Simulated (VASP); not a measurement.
Write the native input for VASP 6.6.1 that does the following.

| Property | Result |
| --- | --- |
| Task | relaxation of cell and atoms |
| Functional | LDA |
| Potentials or basis | VASP PAW LDA potentials, release 64 (Al, N) |
| Cutoff | 600 eV |
| k mesh | 9 × 9 × 6 |
| Occupations | gaussian, width 0.01 eV |
| Spin | no spin polarisation |
| Dipole correction | no |
| Further INCAR settings | ALGO = Normal; EDIFF = 1e-06; IBRION = 2; EDIFFG = -0.001; NSW = 80; ISIF = 3 |

The structure of AlN lies in POSCAR:

```
AlN
1.0
    3.1130000000      0.0000000000      0.0000000000
   -1.5565000000      2.6959370820      0.0000000000
    0.0000000000      0.0000000000      4.9810000000
Al N
2 2
Direct
    0.3333333333      0.6666666667      0.0000000000
    0.6666666667      0.3333333333      0.5000000000
    0.3333333333      0.6666666667      0.3800000000
    0.6666666667      0.3333333333      0.8800000000
```

The input as run:

INCAR

```
PREC = Accurate
ENCUT = 600
EDIFF = 1E-6
ISMEAR = 0
SIGMA = 0.01
LREAL = F
LASPH = T
NELM = 80
ALGO = Normal
ISIF = 3
LWAVE = F
LCHARG = F
GGA = CA
IBRION = 2
NSW = 80
EDIFFG = -0.001
```

KPOINTS

```
Automatic mesh
0
Gamma
  9 9 6
```

Potentials or basis: VASP PAW LDA potentials, release 64 (Al, N).

Command:

```console
$ cat potpaw_LDA.64/Al/POTCAR potpaw_LDA.64/N/POTCAR > POTCAR
$ mpirun -np 1 vasp_std > vasp.out
```

It gave:

```yaml
Relaxed_volume: 10.24 Å³/atom
Relaxed_cell: a = 3.091 Å, b = 3.091 Å, c = 4.948 Å, α = 90.00°, β = 90.00°, γ = 120.00°
Space_group_after_relaxing_to_0.1_Å: P6_3mc (No. 186)
Energy_gained_by_relaxing: 3.2 meV/atom
Ionic_steps: 8
Pressure_after_relaxing: 0.0 GPa
Band_gap_on_the_k_mesh: 4.40 eV
```

Run time: 35 s on 1 thread of AMD EPYC 9R45 96-Core Processor (Zen 5), on a shared host, peak memory 0.14 GiB.
